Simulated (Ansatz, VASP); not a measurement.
Given: the input of a run of VASP 6.6.1 on TaN.

The input INCAR:

```
ALGO = Normal
EDIFF = 1E-6
ENCUT = 600
GGA = CA
GGA_COMPAT = False
ISIF = 2
ISMEAR = -1
LASPH = True
LCHARG = False
LREAL = False
LWAVE = False
NBANDS = 16
NELM = 120
PREC = Accurate
SIGMA = 0.05
```

The input KPOINTS:

```
k-points
0
Gamma
  10 10 10
```

Contents of POSCAR:

```
TaN
1.0
    0.0000000000      2.1964814589      2.1964814589
    2.1964814589      0.0000000000      2.1964814589
    2.1964814589      2.1964814589      0.0000000000
Ta N
1 1
Direct
    0.5000000000      0.5000000000      0.5000000000
    0.0000000000      0.0000000000      0.0000000000
```

Potentials or basis: VASP PAW LDA potentials, release 64 (Ta_sv_GW, N).

The run is started by

```sh
$ cat potpaw_LDA.64/Ta_sv_GW/POTCAR potpaw_LDA.64/N/POTCAR > POTCAR
$ mpirun -np 1 vasp_std > vasp.out
```

Problem. Translate it to Ansatz 0.2.0. Potentials there: Ansatz PAW.

Solution. As run (the cutoff follows the program's own potentials):

input.yaml

```yaml
crystal:
  lattice:
    - [0.0, 2.1964814589, 2.1964814589]
    - [2.1964814589, 0.0, 2.1964814589]
    - [2.1964814589, 2.1964814589, 0.0]
  atoms:
    - { symbol: Ta, position: [0.5, 0.5, 0.5] }
    - { symbol: "N", position: [0.0, 0.0, 0.0] }
hamiltonian:
  xc: lda
  pseudopotentials: { kind: paw }
kpoints:
  mp_grid: { grid: [10, 10, 10] }
scf:
  occupations: { method: fermi_dirac, width: 0.05 }
output:
  forces: true
  stress: true
  eigenvalues: true
```

Potentials or basis: Ansatz PAW.

Run with:

```bash
$ ansatz run input.yaml --threads 2 --pin off --max-ram 5632MiB --backend cpu --events-out ev --progress --plain --runs-dir out
```

Both were run:

|  | VASP | Ansatz | Ansatz less VASP |
| --- | --- | --- | --- |
| gap on the k mesh at the Fermi level (eV) | none | none | - |
| pressure (GPa) | -9.8 | -10.9 | -1.02 |

LDA's correlation is that of Perdew and Zunger in VASP and of Perdew and Wang (1992) in Ansatz. A gap of «none» marks a metal or a gap that the smearing closes.

Spin-orbit coupling is off throughout.
